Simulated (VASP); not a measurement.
# AlN (P6_3mc) in VASP: notebook, part 2 of 2

VASP 6.6.1. The steps go on from the part before.

### 4 Relaxation of the atoms, LDA (engineering shear strain xz +0.0000, normal strain along z +0.0400)

File INCAR:

```
PREC     = Accurate       # precision mode
ENCUT    = 520            # plane-wave cutoff, eV
EDIFF    = 1E-6           # SCF threshold, eV
ISMEAR   = 0              # smearing method
SIGMA    = 0.05           # smearing width, eV
LREAL    = False          # projectors in reciprocal space
LASPH    = True           # aspherical terms in the spheres
NELM     = 80             # most SCF steps
ALGO     = Normal         # electronic algorithm
ISIF     = 2              # what is computed and relaxed
LWAVE    = False          # write WAVECAR
LCHARG   = False          # write CHGCAR
IBRION   = 2              # ionic algorithm
NSW      = 50             # ionic steps
EDIFFG   = -0.01          # ionic threshold
```

File KPOINTS:

```
Automatic mesh
0
Gamma
  9 9 6
```

File POSCAR:

```
AlN
1.0
    3.0886152983      0.0000000000      0.0000000000
   -1.5443076491      2.6748193108      0.0000000000
    0.0000000000      0.0000000000      5.1413276366
Al N
2 2
Direct
    0.3333333333      0.6666666667      0.0015210172
    0.6666666667      0.3333333333      0.5015210172
    0.3333333333      0.6666666667      0.3834789828
    0.6666666667      0.3333333333      0.8834789828
```

Potentials or basis: VASP PAW LDA potentials, release 64 (Al, N).

Command:

```bash
> cat potpaw_LDA.64/Al/POTCAR potpaw_LDA.64/N/POTCAR > POTCAR
> mpirun -np 1 vasp_std > vasp.out
```

OUTCAR:

```text
PREC = Accurate
   ENCUT = 520
   EDIFF = 1E-6
   ISMEAR = 0
   LREAL = False
   LASPH = True
   NELM = 80
   ISIF = 2
   IBRION = 2
   NSW = 50
   EDIFFG = -0.01

 ion  position               nearest neighbor table
   1  0.333  0.667  0.002-   4 1.88   4 1.88   4 1.88   3 1.96   2 3.13   2 3.13   2 3.13   2 3.13
                             2 3.13   2 3.13
   2  0.667  0.333  0.502-   3 1.88   3 1.88   3 1.88   4 1.96   1 3.13   1 3.13   1 3.13   1 3.13
                             1 3.13   1 3.13
   3  0.333  0.667  0.383-   2 1.88   2 1.88   2 1.88   1 1.96
   4  0.667  0.333  0.883-   1 1.88   1 1.88   1 1.88   2 1.96

  LATTYP: Found a hexagonal cell.
 ALAT       =     3.0886152983
 C/A-ratio  =     1.6646060257

  Lattice vectors:

[... 275 lines left out ...]
 cond. band min:       9.7405106174   @ k =   0.0000   0.0000   0.0000
 fundamental gap:      4.1246149492
 Fermi energy:         5.8857732175

 k-point     1 :       0.0000    0.0000    0.0000
  band No.  band energies     occupation
      1      -9.1953      2.00000
      2      -7.1854      2.00000
      3      -0.3867      2.00000
      4       5.0665      2.00000
      5       5.0665      2.00000
      6       5.4985      2.00000
      7       5.6159      2.00000
      8       5.6159      2.00000
      9       9.7405      0.00000
     10      12.4953      0.00000
     11      15.8010      0.00000
     12      16.9314      0.00000
[... 331 lines left out ...]
 k-point    24 :       0.3333    0.3333    0.1667
  band No.  band energies     occupation
      1      -6.6148      2.00000
      2      -6.6148      2.00000
      3       1.1061      2.00000
      4       1.5858      2.00000
      5       1.5858      2.00000
      6       2.9529      2.00000
      7       3.7759      2.00000
      8       3.7759      2.00000
      9      10.7714      0.00000
     10      13.8552      0.00000
     11      14.5050      0.00000
     12      14.5050      0.00000

 [... further k-points ...]
[... 5 lines left out ...]
  --------------------------------------------------------------------------------------
  -------------------------------------------------------------------------------------
  Total       -0.8067017     -0.8067017     -3.7705950     -0.0000000      0.0000000      0.0000000
  in kB      -30.4291616    -30.4291616   -142.2285953     -0.0000000      0.0000000      0.0000000
  external PRESSURE =     -67.6956395 kB  Pullay stress =       0.0000000 kB
[... 19 lines left out ...]
  FREE ENERGIE OF THE ION-ELECTRON SYSTEM (eV)
  ---------------------------------------------------
  free  energy   TOTEN  =       -32.7721754493 eV

  energy  without entropy=      -32.7721754493  energy(sigma->0) =      -32.77217545

 reached required accuracy - stopping structural energy minimisation
```

OSZICAR:

```text
N       E                     dE             d eps       ncg     rms          rms(c)
DAV:   1     0.473720320893E+02    0.47372E+02   -0.77588E+03  1160   0.120E+03
DAV:   2    -0.338532736922E+02   -0.81225E+02   -0.73662E+02  1664   0.212E+02
DAV:   3    -0.377368690188E+02   -0.38836E+01   -0.38592E+01  1504   0.494E+01
[... 18 lines left out ...]
       N       E                     dE             d eps       ncg     rms          rms(c)
DAV:   1    -0.327721749935E+02   -0.11632E-04   -0.31353E-03  1152   0.510E-01    0.102E-02
DAV:   2    -0.327721766333E+02   -0.16398E-05   -0.37523E-05  1368   0.529E-02    0.505E-03
DAV:   3    -0.327721754705E+02    0.11628E-05   -0.12861E-06   784   0.135E-02    0.162E-03
DAV:   4    -0.327721754493E+02    0.21221E-07   -0.10155E-06   576   0.862E-03
   3 F= -.32772175E+02 E0= -.32772175E+02  d E =-.118211E-01
```

Wall time 21 s (1 thread of Intel Xeon 6975P-C, shared host); peak memory 0.15 GiB.

Results:

```yaml
Free_energy: -32.7722 eV
Energy_gained_by_relaxing: 3.0 meV/atom
Ionic_steps: 3
Pressure_after_relaxing: -6.8 GPa
Band_gap_on_the_k_mesh: 4.12 eV, direct
```

Forces on the atoms (eV/Å):
```
Al   0.000  0.000  0.002
Al   0.000  0.000  0.002
N    0.000  0.000 -0.002
N    0.000  0.000 -0.002
```

Stress tensor (GPa, compression positive):
```
 -3.04   0.00   0.00
  0.00  -3.04   0.00
  0.00   0.00 -14.22
```

Step by step:
```
step  energy change (eV)  largest force (eV/Å)  pressure (GPa)
   1              0.0000                0.3507           -6.46
   2             -0.0118                0.0148           -6.79
   3             -0.0118                0.0023           -6.77
```

Final structure:
```cif
data_structure
_symmetry_space_group_name_H-M 'P 1'
_symmetry_Int_Tables_number 1
_cell_length_a 3.0886
_cell_length_b 3.0886
_cell_length_c 5.1413
_cell_angle_alpha 90.000
_cell_angle_beta 90.000
_cell_angle_gamma 120.000
_cell_volume 42.48
loop_
_atom_site_label
_atom_site_type_symbol
_atom_site_fract_x
_atom_site_fract_y
_atom_site_fract_z
_atom_site_occupancy
Al1 Al 0.33333 0.66667 0.00469 1
Al2 Al 0.66667 0.33333 0.50469 1
N1 N 0.33333 0.66667 0.38031 1
N2 N 0.66667 0.33333 0.88031 1
```

Caveat: the cell differs from its parent crystal (engineering shear strain xz +0.0000, normal strain along z +0.0400).

### 5 Overview

```csv
task,cell,gap on the mesh (eV),pressure (GPa)
single point,"a = 3.089, b = 3.089, c = 5.141 Å, angles 90.0, 90.0, 120.0°, 4 atoms",4.13,-6.8
relaxation of the atoms,"atoms relaxed from a = 3.089, b = 3.089, c = 5.076 Å, angles 90.0, 90.0, 120.0°, 4 atoms",4.30,-4.5
relaxation of the atoms,"atoms relaxed from a = 3.089, b = 3.089, c = 5.141 Å, angles 90.0, 90.0, 120.0°, 4 atoms",4.12,-6.8
```

Alike in all rows: level LDA; potentials or basis VASP PAW LDA potentials, release 64 (Al, N); no spin polarisation; k mesh 9 × 9 × 6; cutoff (eV) 520; smearing gaussian 0.05 eV.

Total energies depend on the potentials used, so only differences within one code and one set of settings carry meaning.
